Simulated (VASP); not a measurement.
# Ta (P6_3/mmc) in VASP: single point with PBEsol

Aim: the single point of Ta with PBEsol.

All numbers are computed with VASP 6.6.1; they aren't measurements. Logs are shortened: lines on timing, memory, paths and dates and some standing lists are left out, and cuts for length are marked.

## (1) The cell of the first run

Symmetry: P6_3/mmc, No. 194, hexagonal system. Conventional cell: a = 3.062 Å, b = 3.062 Å, c = 4.969 Å, α = 90.00°, β = 90.00°, γ = 120.00°. Within 4.0 Å of Ta (site symmetry -6m2) lie 12 Ta at 3.05 to 3.06 Å.

This isn't the form of Ta at room conditions, which is bcc.

## (2) Single point, PBEsol

INCAR reads:

```
SYSTEM = Ta
ALGO = Normal ; EDIFF = 1E-6
ENCUT = 500 ; GGA = PS
GGA_COMPAT = .False. ; ISIF = 2
ISMEAR = 0 ; LASPH = .True.
LCHARG = .False. ; LREAL = .False.
LWAVE = .False. ; NBANDS = 18
NELM = 120 ; PREC = Accurate
SIGMA = 0.1
```

KPOINTS reads:

```
k-points
0
Gamma
  6 6 4
  0 0 0
```

POSCAR reads:

```
Ta
1.0
    3.0616170824      0.0000000000      0.0000000000
   -1.5308085412      2.6514381700      0.0000000000
    0.0000000000      0.0000000000      4.9691666664
Ta
2
Direct
    0.3333333333      0.6666666667      0.2500000000
    0.6666666667      0.3333333333      0.7500000000
```

Potentials or basis: VASP PAW PBE potentials, release 64 (Ta_pv).

On the command line:

```console
cat potpaw_PBE.64/Ta_pv/POTCAR > POTCAR
mpirun -np 1 vasp_std > vasp.out
```

OUTCAR:

```text
SYSTEM = Ta
   EDIFF = 1E-6
   ENCUT = 500
   GGA = PS
   ISIF = 2
   ISMEAR = 0
   LASPH = .True.
   LREAL = .False.
   NELM = 120
   PREC = Accurate

 ion  position               nearest neighbor table
   1  0.333  0.667  0.250-   2 3.05   2 3.05   2 3.05   2 3.05   2 3.05   2 3.05
   2  0.667  0.333  0.750-   1 3.05   1 3.05   1 3.05   1 3.05   1 3.05   1 3.05

  LATTYP: Found a hexagonal cell.
 ALAT       =     3.0616170824
 C/A-ratio  =     1.6230529595

  Lattice vectors:

 A1 = (   3.0616170824,   0.0000000000,   0.0000000000)
 A2 = (  -1.5308085412,   2.6514381700,   0.0000000000)
 A3 = (   0.0000000000,   0.0000000000,   4.9691666664)

Analysis of symmetry for initial positions (statically):
=====================================================================
 Subroutine PRICEL returns:
 Original cell was already a primitive cell.

 Routine SETGRP: Setting up the symmetry group for a
 hexagonal supercell.

 Subroutine GETGRP returns: Found 24 space group operations
 (whereof 12 operations were pure point group operations)
 out of a pool of 24 trial point group operations.

The static configuration has the point symmetry D_3d.
 The point group associated with its full space group is D_6h.

Analysis of symmetry for dynamics (positions and initial velocities):
=====================================================================
 Subroutine PRICEL returns:
 Original cell was already a primitive cell.

 Routine SETGRP: Setting up the symmetry group for a
 hexagonal supercell.

 Subroutine GETGRP returns: Found 24 space group operations
 (whereof 12 operations were pure point group operations)
 out of a pool of 24 trial point group operations.

The dynamic configuration has the point symmetry D_3d.
 The point group associated with its full space group is D_6h.

 Subroutine INISYM returns: Found 24 space group operations
 (whereof 12 operations are pure point group operations),
 and found     1 'primitive' translations

----------------------------------------------------------------------------------------

                                     Primitive cell

  volume of cell :      40.3381

  direct lattice vectors                    reciprocal lattice vectors
     3.061617082  0.000000000  0.000000000     0.326624778  0.188576904  0.000000000
    -1.530808541  2.651438170  0.000000000     0.000000000  0.377153807  0.000000000
     0.000000000  0.000000000  4.969166666     0.000000000  0.000000000  0.201240986

  length of vectors
     3.061617082  3.061617082  4.969166666     0.377153807  0.377153807  0.201240986

  position of ions in fractional coordinates (direct lattice)
     0.333333333  0.666666667  0.250000000
     0.666666667  0.333333333  0.750000000

  ion indices of the primitive-cell ions
   primitive index   ion index
                 1           1
                 2           2

----------------------------------------------------------------------------------------

 KPOINTS: k-points

Automatic generation of k-mesh.
 Grid dimensions read from file:
 generate k-points for:    6    6    4

 Generating k-lattice:

  Cartesian coordinates                     Fractional coordinates (reciprocal lattice)
     0.054437463  0.031429484  0.000000000     0.166666667  0.000000000  0.000000000
     0.000000000  0.062858968  0.000000000     0.000000000  0.166666667  0.000000000
     0.000000000  0.000000000  0.050310247     0.000000000  0.000000000  0.250000000

  Length of vectors
     0.062858968  0.062858968  0.050310247

  Shift w.r.t. Gamma in fractional coordinates (k-lattice)
     0.000000000  0.000000000  0.000000000

 Subroutine IBZKPT returns following result:
 ===========================================

 Found     21 irreducible k-points:

 Following reciprocal coordinates:
            Coordinates               Weight
  0.000000  0.000000  0.000000      1.000000
  0.166667  0.000000  0.000000      6.000000
  0.333333  0.000000  0.000000      6.000000
  0.500000  0.000000  0.000000      3.000000
  0.166667  0.166667  0.000000      6.000000
  0.333333  0.166667  0.000000     12.000000
[... 13 lines left out ...]
  0.333333  0.166667  0.500000     12.000000
  0.333333  0.333333  0.500000      2.000000
   k-points           NKPTS =     21   k-points in BZ     NKDIM =     21   number of bands    NBANDS=     18
   number of dos      NEDOS =    301   number of ions     NIONS =      2
   total plane-waves  NPLWV =  20736
   dimension x,y,z NGX =    24 NGY =   24 NGZ =   36
   dimension x,y,z NGXF=    48 NGYF=   48 NGZF=   72
   ions per type =               2
   NGX,Y,Z   is equivalent  to a cutoff of  13.03, 13.03, 12.04 a.u.
   NGXF,Y,Z  is equivalent  to a cutoff of  26.06, 26.06, 24.09 a.u.
 SYSTEM =  Ta
   PREC   = accura    normal or accurate (medium, high low for compatibility)
   ISTART =      0    job   : 0-new  1-cont  2-samecut
   ICHARG =      2    charge: 1-file 2-atom 10-const
   ISPIN  =      1    spin polarized calculation?
   LNONCOLLINEAR =      F non collinear calculations
   LSORBIT =      F    spin-orbit coupling
   LASPH  =      T    aspherical Exc in radial PAW
   ENCUT  =  500.0 eV  36.75 Ry    6.06 a.u.   5.58  5.58  9.06*2*pi/ulx,y,z
   NELM   =    120;   NELMIN=  2; NELMDL= -5     # of ELM steps
   EDIFF  = 0.1E-05   stopping-criterion for ELM
   LREAL  =      F    real-space projection
   EDIFFG = 0.1E-04   stopping-criterion for IOM
   NSW    =      0    number of steps for IOM
   IBRION =     -1    ionic relax: 0-MD 1-quasi-New 2-CG
   NFREE  =      0    steps in history (QN), initial steepest desc. (CG)
   ISIF   =      2    stress and relaxation
   ISYM   =      2    0-nonsym 1-usesym 2-fastsym
   POTIM  = 0.5000    time-step for ionic-motion
   TEBEG  =    0.0;   TEEND  =   0.0 temperature during run
   PSTRESS=    0.0 pullay stress
   NELECT =      22.0000    total number of electrons
   NUPDOWN=      -1.0000    fix difference up-down
   EMIN   =  10.00;   EMAX   =-10.00  energy-range for DOS
   EFERMI =   0.00;   METHOD = LEGACY
   ISMEAR =     0;   SIGMA  =   0.10  broadening in eV -4-tet -1-fermi 0-gaus
   EFERMI_NEDOS =   21; number of points for ismear=-14 and -15
   IALGO  =     38    algorithm
   IMIX   =      4    mixing-type and parameters
     AMIX     =   0.40;   BMIX     =  1.00
     AMIX_MAG =   1.60;   BMIX_MAG =  1.00
  volume/ion in A,a.u.               =      20.17       136.11
  Fermi-wavevector in a.u.,A,eV,Ry     =   1.337551  2.527605 24.341410  1.789043
  Thomas-Fermi vector in A             =   2.466091
   LORBIT       =      0    0 simple, 1 ext, 2 COOP (PROOUT), +10 PAW based schemes
   GGA     = PS    functional components
   LHFCALC =     F    Hartree Fock is set to
   AEXX    =    0.0000 exact exchange contribution
   IVDW    =     0    specifies the selected vdW correction
   LEPSILON=     F    determine dielectric tensor
   LRPA    =     F    only Hartree local field effects (RPA)
 non-spin polarized calculation
 Gauss-broadening in eV      SIGMA  =   0.10
  energy-cutoff  :      500.00
  volume of cell :       40.34
 maximum number of plane-waves:      1039
 NGX is ok and might be reduce to    24
   NGX = 11   NGY = 11   NGZ = 19

 number of electron      22.0000007 magnetization

 Free energy of the ion-electron system (eV)
  ---------------------------------------------------
  ext. energy  EPLUGINS =         0.00000000
  ---------------------------------------------------
  free energy    TOTEN  =       -24.13781340 eV

  energy without entropy =      -24.11516365  energy(sigma->0) =      -24.12648852

 E-fermi :   4.9111     XC(G=0): -12.1566

 val. band max:        4.9003161775   @ k =   0.0000   0.0000   0.2500
 cond. band min:       4.9329262268   @ k =   0.3333   0.1667   0.2500
 fundamental gap:      0.0326100493
 Fermi energy:         4.9111496192

 k-point     1 :       0.0000    0.0000    0.0000
  band No.  band energies     occupation
      1     -29.7707      2.00000
      2     -29.1350      2.00000
      3     -29.1350      2.00000
      4     -29.0230      2.00000
      5     -29.0230      2.00000
      6     -28.9583      2.00000
[... 10 lines left out ...]
     17       9.4423      0.00000
     18       9.4423      0.00000

 k-point     2 :       0.1667    0.0000    0.0000
  band No.  band energies     occupation
      1     -29.7030      2.00000
      2     -29.2877      2.00000
      3     -29.1828      2.00000
      4     -29.1800      2.00000
      5     -29.0474      2.00000
      6     -28.9867      2.00000
[... 10 lines left out ...]
     17       9.8362      0.00000
     18      11.3474      0.00000

 k-point     3 :       0.3333    0.0000    0.0000
  band No.  band energies     occupation
      1     -29.5913      2.00000
      2     -29.5384      2.00000
      3     -29.4740      2.00000
      4     -29.2725      2.00000
      5     -29.1004      2.00000
      6     -29.0719      2.00000
[... 10 lines left out ...]
     17      10.2190      0.00000
     18      12.7016      0.00000

 k-point     4 :       0.5000    0.0000    0.0000
  band No.  band energies     occupation
      1     -29.7412      2.00000
      2     -29.6129      2.00000
      3     -29.4167      2.00000
      4     -29.3154      2.00000
      5     -29.1537      2.00000
      6     -29.1280      2.00000
[... 312 lines left out ...]
      4     -29.2380      2.00000
      5     -29.1511      2.00000
      6     -29.1511      2.00000
[... 10 lines left out ...]
     17       9.5763      0.00000
     18       9.5763      0.00000

 k-point    20 :       0.3333    0.1667    0.5000
  band No.  band energies     occupation
      1     -29.7027      2.00000
      2     -29.7027      2.00000
      3     -29.3397      2.00000
      4     -29.3397      2.00000
      5     -29.1420      2.00000
      6     -29.1420      2.00000
[... 10 lines left out ...]
     17      11.1423      0.00000
     18      11.1423      0.00000

 k-point    21 :       0.3333    0.3333    0.5000
  band No.  band energies     occupation
      1     -29.6439      2.00000
      2     -29.6439      2.00000
      3     -29.4983      2.00000
      4     -29.4983      2.00000
      5     -29.1247      2.00000
      6     -29.1247      2.00000
[... 10 lines left out ...]
     17      13.3599      0.00000
     18      13.3606      0.00000

------------------------ aborting loop because EDIFF is reached ----------------------------------------

  FORCE on cell =-STRESS in cart. coord.  units (eV):
  Direction    XX          YY          ZZ          XY          YZ          ZX
  --------------------------------------------------------------------------------------
  -------------------------------------------------------------------------------------
  Total       -5.1256129     -5.1256129     -2.8785180      0.0000000     -0.0000000      0.0000000
  in kB     -203.5824999   -203.5824999   -114.3308932      0.0000000     -0.0000000      0.0000000
  external PRESSURE =    -173.8319643 kB  Pullay stress =       0.0000000 kB

 VOLUME and BASIS-vectors are now :
 -----------------------------------------------------------------------------
  energy-cutoff  :      500.00
  volume of cell :       40.34
      direct lattice vectors                 reciprocal lattice vectors
     3.061617082  0.000000000  0.000000000     0.326624778  0.188576904  0.000000000
    -1.530808541  2.651438170  0.000000000     0.000000000  0.377153807  0.000000000
     0.000000000  0.000000000  4.969166666     0.000000000  0.000000000  0.201240986

 POSITION                                       TOTAL-FORCE (eV/Angst)
 -----------------------------------------------------------------------------------
     -0.00000      1.76763      1.24229        -0.000000      0.000000      0.000000
      1.53081      0.88381      3.72687         0.000000     -0.000000      0.000000
 -----------------------------------------------------------------------------------
    total drift:                               -0.000000      0.000000     -0.000000

  FREE ENERGIE OF THE ION-ELECTRON SYSTEM (eV)
  ---------------------------------------------------
  free  energy   TOTEN  =       -24.1378134006 eV

  energy  without entropy=      -24.1151636483  energy(sigma->0) =      -24.12648852
```

Wall time 19 s (1 thread of AMD EPYC 7R43 (Zen 3), shared host); peak memory 0.12 GiB.

What came out:

| Item | Value |
| --- | --- |
| Free energy | -24.1378 eV |
| Pressure | -17.4 GPa |
| Band gap on the k mesh | zero (bands 11 and 12 overlap by 1.80 eV) |

Levels at points of the mesh, in eV from the Fermi level:
```tsv
k point	band 8	band 9	band 10	band 11	band 12	band 13	band 14	band 15
(0.00, 0.00, 0.00)	-4.45	0.36	0.36	0.37	0.44	1.07	1.07	1.96
(0.50, 0.00, 0.00)	-3.50	-2.95	-0.99	0.13	0.13	0.86	5.09	5.40
(0.00, 0.00, 0.50)	-5.97	-0.63	-0.63	0.28	0.28	0.28	0.28	3.88
(0.50, 0.00, 0.50)	-4.06	-1.83	-1.83	1.07	1.07	1.98	1.98	5.34
```

Caveat: the k points lie up to 0.39 Å⁻¹ apart, too coarse for converged energies and pressures of a metal; the PAW data sets were made with another functional, which shifts forces and pressure a little; spin-orbit coupling is left out, which moves the levels of the heavy elements.

The gap in the log of VASP goes by the Fermi energy; the results here count the filled bands.